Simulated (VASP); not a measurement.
Write the native input for VASP 6.6.1 that does the following.

* Task: single point
* Functional: PBE
* Potentials or basis: VASP PAW PBE potentials, release 64 (Si, O)
* Cutoff: 520 eV
* k mesh: 6 × 6 × 10
* Occupations: fermi-dirac, width 0.02 eV
* Spin: no spin polarisation
* Dipole correction: no
* Further INCAR settings: ALGO = Normal; EDIFF = 1e-06; NBANDS = 25

The structure of SiO2 lies in POSCAR:

```
SiO2
1.0
    4.0596331347      0.0000000000      0.0000000000
    0.0000000000      4.0596331347      0.0000000000
    0.0000000000      0.0000000000      2.7142416427
Si O
2 4
Direct
    0.0000000000      0.0000000000      0.0000000000
    0.5000000000      0.5000000000      0.5000000000
    0.3036854415      0.3036854415      0.0000000000
    0.1963145585      0.8036854415      0.5000000000
    0.8036854415      0.1963145585      0.5000000000
    0.6963145585      0.6963145585      0.0000000000
```

This cell differs from its parent crystal: epitaxial xy strain -3.0%.

These files were run (other wordings do the same):

INCAR

```
SYSTEM = SiO2
ALGO = Normal
EDIFF = 1E-6
ENCUT = 520
GGA = PE
ISIF = 2
ISMEAR = -1
LASPH = .TRUE.
LCHARG = .FALSE.
LREAL = .FALSE.
LWAVE = .FALSE.
NBANDS = 25
NELM = 60
PREC = Accurate
SIGMA = 0.02
```

KPOINTS

```
k-points
0
G
  6 6 10
  0 0 0
```

Potentials or basis: VASP PAW PBE potentials, release 64 (Si, O).

Run with:

```sh
$ cat potpaw_PBE.64/Si/POTCAR potpaw_PBE.64/O/POTCAR > POTCAR
$ mpirun -np 1 vasp_std > vasp.out
```

Results of the run:

* Pressure: 23.2 GPa
* Largest force: 0.031 eV/Å
* Band gap on the k mesh: 6.09 eV, direct

Caveat: the cell differs from its parent crystal (epitaxial xy strain -3.0%).

It took 27 s on 1 thread of Intel(R) Xeon(R) Platinum 8559C (Emerald Rapids), on a shared host, peak memory 0.17 GiB.
